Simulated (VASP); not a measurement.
Wanted: the native input for a VASP 6.6.1 run.

```
Task                   : single point
Functional             : PBE
Potentials or basis    : VASP PAW PBE potentials, release 64 (Sn_d, O)
Cutoff                 : 600 eV
k mesh                 : 8 × 8 × 8
Occupations            : fermi-dirac, width 0.02 eV
Spin                   : no spin polarisation
Dipole correction      : no
Further INCAR settings : ALGO = Normal; EDIFF = 1e-06; NBANDS = 17
```

The structure of SnO lies in POSCAR:

```
SnO
1.0
    3.1123032147      0.0088964328      0.0088964328
    0.0088964328      3.1123032147      0.0088964328
    0.0088964328      0.0088964328      3.1123032147
Sn O
1 1
Direct
    0.0000000000      0.0000000000      0.0000000000
    0.5000000000      0.5000000000      0.5000000000
```

This cell differs from its parent crystal: strain along [111] +0.9%.

One way to write it, as run:

INCAR

```
SYSTEM = SnO
ALGO = Normal
EDIFF = 1E-6
ENCUT = 600
GGA = PE
GGA_COMPAT = .False.
ISIF = 2
ISMEAR = -1
LASPH = .True.
LCHARG = .False.
LREAL = .False.
LWAVE = .False.
NBANDS = 17
NELM = 120
PREC = Accurate
SIGMA = 0.02
```

KPOINTS

```
k-points
0
Gamma
  8 8 8
  0 0 0
```

Potentials or basis: VASP PAW PBE potentials, release 64 (Sn_d, O).

Launch:

```sh
$ cat potpaw_PBE.64/Sn_d/POTCAR potpaw_PBE.64/O/POTCAR > POTCAR
$ mpirun -np 1 vasp_std > vasp.out
```

It gave:

The pressure is 2.0 GPa and the band gap on the k mesh is zero (bands 10 and 11 overlap by 0.16 eV).

Caveat: the cell differs from its parent crystal (strain along [111] +0.9%); semilocal functionals underestimate gaps, so a narrow gap can read as zero; spin-orbit coupling is left out, which moves the levels of the heavy elements.

Wall time 22 s on 1 thread of AMD EPYC 9R45 96-Core Processor (Zen 5), with other jobs on the host, peak memory 0.15 GiB.
